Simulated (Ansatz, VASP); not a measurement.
# ZrO2: VASP beside Ansatz

The input INCAR:

```
SYSTEM = ZrO2
ALGO = Normal ; EDIFF = 1E-7
EDIFFG = -0.001 ; ENCUT = 600
GGA = PE ; GGA_COMPAT = .FALSE.
IBRION = 2 ; ISIF = 3
ISMEAR = 0 ; IVDW = 12
LASPH = .TRUE. ; LCHARG = .FALSE.
LREAL = .FALSE. ; LWAVE = .FALSE.
NELM = 120 ; NELMIN = 4
NSW = 80 ; PREC = Accurate
SIGMA = 0.01
```

File KPOINTS:

```
k-points
0
G
  8 8 8
  0 0 0
```

POSCAR

```
ZrO2
1.0
    0.0000000000      2.5438747277      2.5438747277
    2.5438747277      0.0000000000      2.5438747277
    2.5438747277      2.5438747277      0.0000000000
Zr O
1 2
Direct
    0.5000000000      0.5000000000      0.5000000000
    0.7500000000      0.7500000000      0.7500000000
    0.2500000000      0.2500000000      0.2500000000
```

Input for Ansatz:

```yaml
crystal:
  lattice:
    - [0.0, 2.5438747277, 2.5438747277]
    - [2.5438747277, 0.0, 2.5438747277]
    - [2.5438747277, 2.5438747277, 0.0]
  atoms:
    - { symbol: Zr, position: [0.5, 0.5, 0.5] }
    - { symbol: O, position: [0.75, 0.75, 0.75] }
    - { symbol: O, position: [0.25, 0.25, 0.25] }
basis:
  ecutwfc: 420
kpoints:
  mp_grid: { grid: [8, 8, 8] }
hamiltonian:
  xc: pbe
  dispersion: d3bj
scf:
  occupations: { method: fixed }
output:
  forces: true
  stress: true
  eigenvalues: true
relax:
  adjacent_minimum: "off"
  f_tol: 0.001
  max_steps: 60
  cell: { stress_tol: 0.01 }
```

Alike in both runs: task relaxation of cell and atoms; functional PBE; dispersion D3(BJ); k mesh 8 × 8 × 8; no spin polarisation.

|  | VASP | Ansatz |
| --- | --- | --- |
| version | VASP 6.6.1 | Ansatz 0.2.0 |
| potentials or method | VASP PAW PBE potentials, release 64 (Zr_sv, O), cutoff 600 eV | scalar-relativistic, plane waves, PAW |
| occupations | gaussian, width 0.01 eV | fixed |
| valence electrons in the cell | 24 | 24 |

Ansatz gave:

- gap on the k mesh at the Fermi level, each at its own relaxed structure (eV): 3.36
- relaxed volume (Å³/atom): 10.97
- relaxed cell length with the largest relative difference (Å): 3.597

Q: Which values does VASP return?

A: gap on the k mesh at the Fermi level, each at its own relaxed structure (eV): 3.36; relaxed volume (Å³/atom): 10.98; relaxed cell length with the largest relative difference (Å): 3.598.
